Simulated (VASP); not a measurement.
A run of VASP 6.6.1:

INCAR

```
  ALGO = Normal
  EDIFF = 1E-6
  ENCUT = 520
  GGA = PE
  ISIF = 2
  ISMEAR = 0
  LASPH = T
  LCHARG = T
  LELF = T
  LREAL = F
  LVHAR = T
  LWAVE = F
  NBANDS = 34
  NELM = 60
  PREC = Accurate
  SIGMA = 0.1
```

KPOINTS

```
k-points
0
Gamma
  6 6 2
```

File POSCAR:

```
NbSnTe4
1.0
    5.4584981056      0.0000000036      0.0000000000
   -2.7292490559      4.7271980241      0.0000000000
    0.0000000000      0.0000000000      6.2393124133
Nb Sn Te
1 1 4
Direct
    0.0000000000      0.0000000000      0.5000000000
    0.0000000000      0.0000000000      0.0000000000
    0.3333333333      0.6666666667      0.7377645965
    0.3333333333      0.6666666667      0.2622354035
    0.6666666667      0.3333333333      0.7377645965
    0.6666666667      0.3333333333      0.2622354035
```

Potentials or basis: VASP PAW PBE potentials, release 64 (Nb_sv, Sn_d, Te).

Launch:

```bash
$ cat potpaw_PBE.64/Nb_sv/POTCAR potpaw_PBE.64/Sn_d/POTCAR potpaw_PBE.64/Te/POTCAR > POTCAR
$ mpirun -np 1 vasp_std > vasp.out
```

Hardware: 1 thread of Intel(R) Xeon(R) 6975P-C (Granite Rapids) (shared host).

**Question.** How long does it take, and how much memory?

**Answer.** Run time: 69 s on 1 thread of Intel(R) Xeon(R) 6975P-C (Granite Rapids), on a shared host, peak memory 0.31 GiB. Counts: scf iterations 15, k points 14.
